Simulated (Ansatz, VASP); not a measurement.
One calculation of Sb, two programs

```
Sb
1.0
     4.06850    0.00000    0.00000
    -2.03425    3.52342    0.00000
     0.00000    0.00000   27.10000
Sb
2
Cartesian
  0.0000 2.3489 7.0000
  2.0343 1.1745 8.6500
```

Alike in both runs: functional PBE; dispersion D3(BJ); k mesh 12 × 12 × 1; occupations gaussian, width 0.03 eV; no spin polarisation.

Ansatz relaxed the structure, and its values are those at the end. VASP's run is a single point on that final structure, the one shown.

|  | VASP | Ansatz |
| --- | --- | --- |
| version | VASP 6.6.1 | Ansatz 0.2.0 |
| potentials or method | VASP PAW PBE potentials, release 64 (Sb), cutoff 400 eV | scalar-relativistic, plane waves, PAW |
| valence electrons in the cell | 10 | 30 |

```csv
,VASP,Ansatz,Ansatz less VASP
gap on the k mesh at the Fermi level (eV),1.19,1.18,-0.007
least direct gap on the mesh (eV),1.64,1.67,+0.029
rms of the force components (eV/Å),0.052,0.002,-0.0502
```

VASP's potentials hold 10 valence electrons a cell and Ansatz's 30, so a difference there can come from the potentials and not from the codes. Ansatz's warnings: slab cell height set, structure snapped to symmetry.

Spin-orbit coupling is off throughout.
